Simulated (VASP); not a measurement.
SrO (rock salt type), 2 atoms in the cell. The structure is cubic, space group Fm-3m (No. 225). Conventional cell: a = 5.125 Å, b = 5.125 Å, c = 5.125 Å, α = 90.00°, β = 90.00°, γ = 90.00°. Within 3.4 Å of Sr (site symmetry m-3m) lie 6 O at 2.56 Å. O (site symmetry m-3m) has 6 Sr at 2.56 Å within 3.4 Å. 

| Quantity | Value |
| --- | --- |
| Program | VASP 6.6.1 |
| Task | single point |
| Functional | PBE |
| Potentials or basis | VASP PAW PBE potentials, release 64 (Sr_sv, O) |
| Cutoff | 520 eV |
| k mesh | 36 × 36 × 36 |
| Occupations | fermi-dirac, width 0.0612256 eV |
| Spin | no spin polarisation |
| Dipole correction | no |
| Further INCAR settings | ALGO = Normal; EDIFF = 1e-07; NBANDS = 15 |

Potentials or basis: VASP PAW PBE potentials, release 64 (Sr_sv, O).

Run with:

```bash
$ cat potpaw_PBE.64/Sr_sv/POTCAR potpaw_PBE.64/O/POTCAR > POTCAR
$ mpirun -np 1 vasp_std > vasp.out
```

Hardware: 1 thread of Oxide Virtual Turin-like Processor (shared host).

Question: How long does it take, and how much memory?

Answer: Wall time 18 min on 1 thread of Oxide Virtual Turin-like Processor (shared host), peak memory 0.66 GiB. Counts: scf iterations 15, k points 1240.
